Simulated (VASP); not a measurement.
Here is a VASP 6.6.1 calculation.

The input INCAR:

```
SYSTEM = SnSe
  PREC = Accurate
  ENCUT = 520
  EDIFF = 1E-7
  ISMEAR = 0
  SIGMA = 0.05
  LREAL = .FALSE.
  LASPH = .TRUE.
  NELM = 60
  ALGO = Normal
  ISIF = 2
  LWAVE = .FALSE.
  LCHARG = .FALSE.
  NBANDS = 17
```

File KPOINTS:

```
regular mesh
0
G
  8 8 8
  0 0 0
```

The input POSCAR:

```
SnSe
1.0
    0.0000000000      2.9982141061      2.9466477701
    2.9466477701      0.0000000000      2.9466477701
    2.9466477701      2.9982141061      0.0000000000
Sn Se
1 1
Direct
    0.0000000000      0.0000000000      0.0000000000
    0.5000000000      0.5000000000      0.5000000000
```

Potentials or basis: VASP PAW LDA potentials, release 64 (Sn_d, Se).

Launch:

```console
$ cat potpaw_LDA.64/Sn_d/POTCAR potpaw_LDA.64/Se/POTCAR > POTCAR
$ mpirun -np 1 vasp_std > vasp.out
```

(1) What does it give for the pressure?

(2) Estimate the band gap on the k mesh.

Answers

(1) -0.9 GPa.

(2) 0.75 eV, indirect (least direct gap 0.84 eV).

Caveat: the cell differs from its parent crystal (strain +0.0175 x Voigt [0, 1, 0, 0, 0, 0]); spin-orbit coupling is left out, which moves the levels of the heavy elements.
